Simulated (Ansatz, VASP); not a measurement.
Two plane-wave programs on GeCl2

```xyz
3
Lattice="3.9411 0.0000 0.0000 -1.9705 3.4131 0.0000 0.0000 0.0000 6.7913" Properties=species:S:1:pos:R:3 pbc="T T T"
Ge    0.0000    0.0000    0.0000
Cl    0.0000    2.2754    1.4696
Cl    1.9705    1.1377    5.3218
```

Alike in both runs: functional PBE; k mesh 13 × 13 × 7; occupations fermi-dirac, width 0.08 eV; no spin polarisation.

Ansatz relaxed the structure, and its values are those at the end. VASP's run is a single point on that final structure, the one shown.

|  | VASP | Ansatz |
| --- | --- | --- |
| version | VASP 6.6.1 | Ansatz 0.2.0 |
| potentials or method | VASP PAW PBE potentials, release 64 (Ge_d, Cl) | PAW with Ansatz's default frozen-core files, scalar-relativistic |
| plane-wave cutoff (eV) | 520 | 420 |
| valence electrons in the cell | 28 | 28 |

```tsv
	VASP	Ansatz	Ansatz less VASP
pressure (GPa)	0.0	0.0	+0.05
```
